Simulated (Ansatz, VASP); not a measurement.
**One calculation of BN, two programs**

File INCAR:

```
SYSTEM = BN
ALGO = Normal
EDIFF = 1E-7
ENCUT = 520
GGA = PS
ISIF = 2
ISMEAR = -1
LASPH = .True.
LCHARG = .False.
LREAL = .False.
LWAVE = .False.
NBANDS = 11
NELM = 80
PREC = Accurate
SIGMA = 0.05
```

The input KPOINTS:

```
k-points
0
Gamma
  13 13 9
  0 0 0
```

File POSCAR:

```
BN
1.0
    2.5080409239      0.0000000000      0.0000000000
   -1.2467107647      2.1762310413      0.0000000000
   -0.6306650796     -1.0881155206      3.0225400000
N B
1 1
Direct
    0.6685060000      0.3323850000      0.9849990000
    0.9796430000      0.9834990000      0.0018060000
```

File input.yaml:

```yaml
crystal:
  lattice:
    - [2.5080409239, 0.0, 0.0]
    - [-1.2467107647, 2.1762310413, 0.0]
    - [-0.6306650796, -1.0881155206, 3.02254]
  atoms:
    - { symbol: "N", position: [0.668506, 0.332385, 0.984999] }
    - { symbol: B, position: [0.979643, 0.983499, 0.001806] }
hamiltonian:
  xc: pbesol
  pseudopotentials: { kind: paw }
kpoints:
  mp_grid: { grid: [13, 13, 9] }
  band_path:
    path:
      - [[0.0, 0.0, 0.0], [0.5, -0.5, 0.0], [0.5, -0.5, -0.5], [0.0, 0.0, -0.5], [0.0, 0.0, 0.0], [0.3772664522, 0.3772664522, -0.3772664522], [0.7093019284, -0.2906980716, -0.2093019284], [0.5, -0.5, 0.0]]
      - [[0.5, -0.5, -0.5], [0.6227335478, -0.3772664522, -0.6227335478]]
      - [[0.3772664522, 0.3772664522, -0.3772664522], [0.2906980716, 0.2906980716, -0.7906980716], [0.0, 0.0, -0.5]]
      - [[0.5, 0.0, -0.5], [0.0, 0.0, 0.0]]
    npoints: 14
scf:
  occupations: { method: fermi_dirac, width: 0.05 }
  n_extra_bands: 6
output:
  forces: true
  stress: true
  eigenvalues: true
  fatbands: false
  write_density: true
  write_potential: true
  elf: true
  volumetric_format: npy
```

Alike in both runs: functional PBEsol; k mesh 13 × 13 × 9; occupations fermi-dirac, width 0.05 eV; no spin polarisation.

```csv
,VASP,Ansatz
version,VASP 6.6.1,Ansatz 0.2.0
potentials or method,"VASP PAW PBE potentials, release 64 (N, B)",Ansatz PAW
plane-wave cutoff (eV),520,420
valence electrons in the cell,8,8
task,single point,band structure
```

VASP gave:

| Property | Result |
| --- | --- |
| gap on the k mesh at the Fermi level (eV) | 2.70 |
| least direct gap on the mesh (eV) | 4.47 |
| pressure (GPa) | 1.9 |
| traceless stress, the component that is largest in VASP (GPa) | -7.79 |
| rms of the force components (eV/Å) | 1.581 |

Question: What did Ansatz give for the same quantities?

Answer: gap on the k mesh at the Fermi level (eV): 2.72; least direct gap on the mesh (eV): 4.47; pressure (GPa): 1.6; traceless stress, the component that is largest in VASP (GPa): -7.97; rms of the force components (eV/Å): 1.582.

VASP's potentials were made for PBE, not for PBEsol. Atom by atom the forces differ by 0.001 eV/Å (rms over components).

Noted on Ansatz's run: the k mesh misses the band edges, so the gap on the mesh is wider than the one along the path.
